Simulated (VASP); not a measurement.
# Ta (I4_1/amd) in VASP: a series of runs

Runs on Ta. Level: PBE. Tasks: relaxation of shape and atoms at fixed volume, relaxation of cell and atoms.

Program: VASP 6.6.1. These are calculated values, not measurements. Logs are shortened: lines on timing, memory, paths and dates and some standing lists are left out, and cuts for length are marked.

### 1 The cell of the first run

The structure is tetragonal, space group I4_1/amd (No. 141). Conventional cell: a = 4.990 Å, b = 4.990 Å, c = 2.656 Å, α = 90.00°, β = 90.00°, γ = 90.00°. Ta (site symmetry -4m2) has 10 Ta at 2.58 to 3.19 Å within 3.4 Å.

### 2 Relaxation of shape and atoms at fixed volume, PBE

Contents of INCAR:

```
SYSTEM = Ta
PREC = Accurate ; ENCUT = 600
EDIFF = 1E-6 ; ISMEAR = -1
SIGMA = 0.1 ; LREAL = .False.
LASPH = .True. ; NELM = 100
ALGO = Normal ; ISIF = 4
LWAVE = .False. ; LCHARG = .False.
GGA = PE ; IBRION = 2
NSW = 50 ; EDIFFG = -0.005
```

Contents of KPOINTS:

```
Automatic mesh
0
Gamma
  17 17 17
  0 0 0
```

Contents of POSCAR:

```
Ta
1.0
   -2.4950121767      2.4950121767      1.3280711955
    2.4950121767     -2.4950121767      1.3280711955
    2.4950121767      2.4950121767     -1.3280711955
Ta
2
Direct
   -0.3750000000     -0.1250000000     -0.2500000000
    0.3750000000      0.1250000000      0.2500000000
```

Potentials or basis: VASP PAW PBE potentials, release 64 (Ta_pv).

The run is started by

```console
> cat potpaw_PBE.64/Ta_pv/POTCAR > POTCAR
> mpirun -np 1 vasp_std > vasp.out
```

OUTCAR:

```text
SYSTEM = Ta
   PREC = Accurate
   ENCUT = 600
   EDIFF = 1E-6
   ISMEAR = -1
   LREAL = .False.
   LASPH = .True.
   NELM = 100
   ISIF = 4
   GGA = PE
   IBRION = 2
   NSW = 50
   EDIFFG = -0.005

 ion  position               nearest neighbor table
   1  0.625  0.875  0.750-   2 2.58   2 2.58   2 2.58   2 2.58   2 3.19   2 3.19   2 3.19   2 3.19

   2  0.375  0.125  0.250-   1 2.58   1 2.58   1 2.58   1 2.58   1 3.19   1 3.19   1 3.19   1 3.19

  LATTYP: Found a body centered tetragonal cell.
 ALAT       =     4.9900243534
 C/A-ratio  =     0.5322904665

  Lattice vectors:

 A1 = (  -2.4950121767,   2.4950121767,   1.3280711955)
 A2 = (   2.4950121767,  -2.4950121767,   1.3280711955)
 A3 = (   2.4950121767,   2.4950121767,  -1.3280711955)

Analysis of symmetry for initial positions (statically):
=====================================================================
 Subroutine PRICEL returns:
 Original cell was already a primitive cell.

 Routine SETGRP: Setting up the symmetry group for a
 body centered tetragonal supercell.

 Subroutine GETGRP returns: Found 16 space group operations
 (whereof  4 operations were pure point group operations)
 out of a pool of 16 trial point group operations.

The static configuration has the point symmetry C_2h.
 The point group associated with its full space group is D_4h.

Analysis of symmetry for dynamics (positions and initial velocities):
=====================================================================
 Subroutine PRICEL returns:
 Original cell was already a primitive cell.

 Routine SETGRP: Setting up the symmetry group for a
 body centered tetragonal supercell.

 Subroutine GETGRP returns: Found 16 space group operations
 (whereof  4 operations were pure point group operations)
 out of a pool of 16 trial point group operations.

The dynamic configuration has the point symmetry C_2h.
 The point group associated with its full space group is D_4h.

 Subroutine INISYM returns: Found 16 space group operations
 (whereof  4 operations are pure point group operations),
 and found     1 'primitive' translations

----------------------------------------------------------------------------------------

                                     Primitive cell

  volume of cell :      33.0694

  direct lattice vectors                    reciprocal lattice vectors
    -2.495012177  2.495012177  1.328071195     0.000000000  0.200399824  0.376485840
     2.495012177 -2.495012177  1.328071195     0.200399824  0.000000000  0.376485840
     2.495012177  2.495012177 -1.328071195     0.200399824  0.200399824  0.000000000

  length of vectors
     3.770138542  3.770138542  3.770138542     0.426499329  0.426499329  0.283408148

  position of ions in fractional coordinates (direct lattice)
     0.625000000  0.875000000  0.750000000
     0.375000000  0.125000000  0.250000000

  ion indices of the primitive-cell ions
   primitive index   ion index
                 1           1
                 2           2

----------------------------------------------------------------------------------------

 KPOINTS: Automatic mesh

Automatic generation of k-mesh.
 Grid dimensions read from file:
 generate k-points for:   17   17   17

 Generating k-lattice:

  Cartesian coordinates                     Fractional coordinates (reciprocal lattice)
     0.000000000  0.011788225  0.022146226     0.058823529 -0.000000000  0.000000000
     0.011788225  0.000000000  0.022146226    -0.000000000  0.058823529  0.000000000
     0.011788225  0.011788225  0.000000000     0.000000000  0.000000000  0.058823529

  Length of vectors
     0.025088196  0.025088196  0.016671068

  Shift w.r.t. Gamma in fractional coordinates (k-lattice)
     0.000000000  0.000000000  0.000000000

 Subroutine IBZKPT returns following result:
 ===========================================

 Found    405 irreducible k-points:

 Following reciprocal coordinates:
            Coordinates               Weight
  0.000000  0.000000  0.000000      1.000000
  0.058824  0.000000  0.000000      8.000000
  0.117647  0.000000  0.000000      8.000000
  0.176471  0.000000  0.000000      8.000000
  0.235294  0.000000  0.000000      8.000000
  0.294118  0.000000 -0.000000      8.000000
[... 16 lines left out ...]
 -0.176471  0.058824  0.000000     16.000000
 -0.117647  0.058824  0.000000     16.000000
 [... further k-points ...]
   k-points           NKPTS =    405   k-points in BZ     NKDIM =    405   number of bands    NBANDS=     15
   number of dos      NEDOS =    301   number of ions     NIONS =      2
   total plane-waves  NPLWV =  27000
   dimension x,y,z NGX =    30 NGY =   30 NGZ =   30
   dimension x,y,z NGXF=    60 NGYF=   60 NGZF=   60
   ions per type =               2
   NGX,Y,Z   is equivalent  to a cutoff of  13.23, 13.23, 13.23 a.u.
   NGXF,Y,Z  is equivalent  to a cutoff of  26.46, 26.46, 26.46 a.u.
 SYSTEM =  Ta
   PREC   = accura    normal or accurate (medium, high low for compatibility)
   ISTART =      0    job   : 0-new  1-cont  2-samecut
   ICHARG =      2    charge: 1-file 2-atom 10-const
   ISPIN  =      1    spin polarized calculation?
   LNONCOLLINEAR =      F non collinear calculations
   LSORBIT =      F    spin-orbit coupling
   LASPH  =      T    aspherical Exc in radial PAW
   ENCUT  =  600.0 eV  44.10 Ry    6.64 a.u.   7.53  7.53  7.53*2*pi/ulx,y,z
   NELM   =    100;   NELMIN=  2; NELMDL= -5     # of ELM steps
   EDIFF  = 0.1E-05   stopping-criterion for ELM
   LREAL  =      F    real-space projection
   EDIFFG = -.5E-02   stopping-criterion for IOM
   NSW    =     50    number of steps for IOM
   IBRION =      2    ionic relax: 0-MD 1-quasi-New 2-CG
   NFREE  =      1    steps in history (QN), initial steepest desc. (CG)
   ISIF   =      4    stress and relaxation
   ISYM   =      2    0-nonsym 1-usesym 2-fastsym
   POTIM  = 0.5000    time-step for ionic-motion
   TEBEG  =    0.0;   TEEND  =   0.0 temperature during run
   PSTRESS=    0.0 pullay stress
   NELECT =      22.0000    total number of electrons
   NUPDOWN=      -1.0000    fix difference up-down
   EMIN   =  10.00;   EMAX   =-10.00  energy-range for DOS
   EFERMI =   0.00;   METHOD = LEGACY
   ISMEAR =    -1;   SIGMA  =   0.10  broadening in eV -4-tet -1-fermi 0-gaus
   EFERMI_NEDOS =   21; number of points for ismear=-14 and -15
   IALGO  =     38    algorithm
   IMIX   =      4    mixing-type and parameters
     AMIX     =   0.40;   BMIX     =  1.00
     AMIX_MAG =   1.60;   BMIX_MAG =  1.00
  volume/ion in A,a.u.               =      16.53       111.58
  Fermi-wavevector in a.u.,A,eV,Ry     =   1.429136  2.700675 27.788935  2.042429
  Thomas-Fermi vector in A             =   2.549122
   LORBIT       =      0    0 simple, 1 ext, 2 COOP (PROOUT), +10 PAW based schemes
   GGA     = PE    functional components
   LHFCALC =     F    Hartree Fock is set to
   AEXX    =    0.0000 exact exchange contribution
   IVDW    =     0    specifies the selected vdW correction
   LEPSILON=     F    determine dielectric tensor
   LRPA    =     F    only Hartree local field effects (RPA)
 conjugate gradient relaxation of ions
 non-spin polarized calculation
  energy-cutoff  :      600.00
  volume of cell :       33.07
 maximum number of plane-waves:      1123
   NGX = 15   NGY = 15   NGZ = 15

--------------------------------------- Ionic step        1  -------------------------------------------

 number of electron      22.0000000 magnetization

 Free energy of the ion-electron system (eV)
  ---------------------------------------------------
  ext. energy  EPLUGINS =         0.00000000
  ---------------------------------------------------
  free energy    TOTEN  =       -21.46829003 eV

  energy without entropy =      -21.40820589  energy(sigma->0) =      -21.43824796

------------------------ aborting loop because EDIFF is reached ----------------------------------------

  FORCE on cell =-STRESS in cart. coord.  units (eV):
  Direction    XX          YY          ZZ          XY          YZ          ZX
  --------------------------------------------------------------------------------------
  -------------------------------------------------------------------------------------
  Total        7.8238602      7.8238602      8.6524786      0.0000000     -0.0000000     -0.0000000
  in kB      379.0573970    379.0573970    419.2030426      0.0000000     -0.0000000     -0.0000000
  external PRESSURE =     392.4392789 kB  Pullay stress =       0.0000000 kB
[... 165 lines left out ...]
  energy  without entropy=      -21.4109486515  energy(sigma->0) =      -21.44131122

--------------------------------------- Ionic step        6  -------------------------------------------

 number of electron      22.0000002 magnetization

 Free energy of the ion-electron system (eV)
  ---------------------------------------------------
  ext. energy  EPLUGINS =         0.00000000
  ---------------------------------------------------
  free energy    TOTEN  =       -21.47167538 eV

  energy without entropy =      -21.41096691  energy(sigma->0) =      -21.44132114

 E-fermi :   6.6568     XC(G=0): -12.9844

 val. band max:        6.6501993832   @ k =   0.4706   0.4706  -0.0000
 cond. band min:       6.6603391773   @ k =  -0.4118   0.4706   0.4118
 fundamental gap:      0.0101397942
 Fermi energy:         6.6568031780

 k-point     1 :       0.0000    0.0000    0.0000
  band No.  band energies     occupation
      1     -28.1382      2.00000
      2     -28.1382      2.00000
      3     -26.4639      2.00000
      4     -26.4423      2.00000
      5     -26.4365      2.00000
      6     -26.4365      2.00000
      7      -1.8810      2.00000
      8       1.1763      2.00000
      9       3.6399      2.00000
     10       3.9468      2.00000
     11       5.1828      2.00000
     12      10.1166      0.00000
     13      10.1166      0.00000
     14      10.2688      0.00000
     15      10.2688      0.00000
[... 397 lines left out ...]
 k-point    24 :      -0.1176    0.0588    0.0000
  band No.  band energies     occupation
      1     -28.1279      2.00000
      2     -28.0782      2.00000
      3     -26.5984      2.00000
      4     -26.5029      2.00000
      5     -26.4595      2.00000
      6     -26.4041      2.00000
      7      -1.5766      2.00000
      8       1.3774      2.00000
      9       3.7476      2.00000
     10       4.1120      2.00000
     11       5.2296      2.00000
     12       8.9997      0.00000
     13       9.1501      0.00000
     14      10.9656      0.00000
     15      11.0373      0.00000

 [... further k-points ...]
[... 5 lines left out ...]
  --------------------------------------------------------------------------------------
  -------------------------------------------------------------------------------------
  Total        8.0563838      8.0563838      8.0644279      0.0000000      0.0000000      0.0000000
  in kB      390.3229099    390.3229099    390.7126352      0.0000000      0.0000000      0.0000000
  external PRESSURE =     390.4528183 kB  Pullay stress =       0.0000000 kB
[... 17 lines left out ...]
  FREE ENERGIE OF THE ION-ELECTRON SYSTEM (eV)
  ---------------------------------------------------
  free  energy   TOTEN  =       -21.4716753771 eV

  energy  without entropy=      -21.4109669060  energy(sigma->0) =      -21.44132114

 reached required accuracy - stopping structural energy minimisation
```

It took 5.2 min on 1 thread of AMD EPYC 9R45 (Zen 5), shared host; peak memory 0.32 GiB.

Results:

- Free energy: -21.4717 eV
- Energy gained by relaxing: 1.7 meV/atom
- Ionic steps: 6
- Pressure after relaxing: 39.0 GPa
- Band gap on the k mesh: zero (bands 11 and 12 overlap by 1.43 eV)

Step by step:
```
step  energy change (eV)  largest force (eV/Å)  pressure (GPa)  volume (Å³)
   1              0.0000                0.0000           39.24        33.07
   2             -0.0021                0.0000           38.94        33.07
   3             -0.0034                0.0000           39.07        33.07
   4             -0.0034                0.0000           39.03        33.07
   5             -0.0034                0.0000           39.04        33.07
   6             -0.0034                0.0000           39.05        33.07
```

Final structure:
```yaml
crystal:
  lattice:
    - [-2.48488, 2.48488, 1.33893]
    - [2.48488, -2.48488, 1.33893]
    - [2.48488, 2.48488, -1.33893]
  atoms:
    - { symbol: Ta, position: [0.62500, 0.87500, 0.75000] }
    - { symbol: Ta, position: [0.37500, 0.12500, 0.25000] }
```

Caveat: spin-orbit coupling is left out, which moves the levels of the heavy elements.

[end of part 1 of 2]
